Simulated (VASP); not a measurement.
A run of VASP 6.6.1 is set up as follows.

Contents of INCAR:

```
SYSTEM = Al2Pt
PREC = Accurate ; ENCUT = 500
EDIFF = 1E-7 ; ISMEAR = 1
SIGMA = 0.1 ; LREAL = .FALSE.
LASPH = .TRUE. ; NELM = 120
ALGO = Normal ; ISIF = 8
LWAVE = .FALSE. ; LCHARG = .FALSE.
GGA = PS ; IBRION = 2
NSW = 80 ; EDIFFG = -0.01
GGA_COMPAT = .FALSE. ; NELMIN = 4
```

The input KPOINTS:

```
regular mesh
0
G
  8 8 8
  0 0 0
```

The input POSCAR:

```
Al2Pt
1.0
    0.0000000000      2.9550000000      2.9550000000
    2.9550000000      0.0000000000      2.9550000000
    2.9550000000      2.9550000000      0.0000000000
Al Pt
2 1
Direct
    0.2500000000      0.2500000000      0.2500000000
    0.7500000000      0.7500000000      0.7500000000
    0.0000000000      0.0000000000      0.0000000000
```

Potentials or basis: VASP PAW PBE potentials, release 64 (Al, Pt).

Run with:

```sh
$ cat potpaw_PBE.64/Al/POTCAR potpaw_PBE.64/Pt/POTCAR > POTCAR
$ mpirun -np 1 vasp_std > vasp.out
```

Task: What does it give for the space group after relaxing (to 0.1 Å)?

Result: Fm-3m (No. 225).

Task: Estimate the band gap on the k mesh.

Result: Zero (bands 8 and 9 overlap by 5.42 eV).

Task: Estimate the relaxed volume.

Result: 17.07 Å³/atom.

Task: Predict the relaxed cell.

Result: a = 4.169 Å, b = 4.169 Å, c = 4.169 Å, α = 60.00°, β = 60.00°, γ = 60.00°.

Step by step:
```tsv
step	energy change (eV)	largest force (eV/Å)	pressure (GPa)	volume (Å³)
1	0.0000	0.0000	-1.02	51.61
2	0.0004	0.0000	1.21	50.79
3	-0.0012	0.0000	0.00	51.22
```

Caveat: the PAW data sets were made with another functional, which shifts forces and pressure a little; spin-orbit coupling is left out, which moves the levels of the heavy elements.
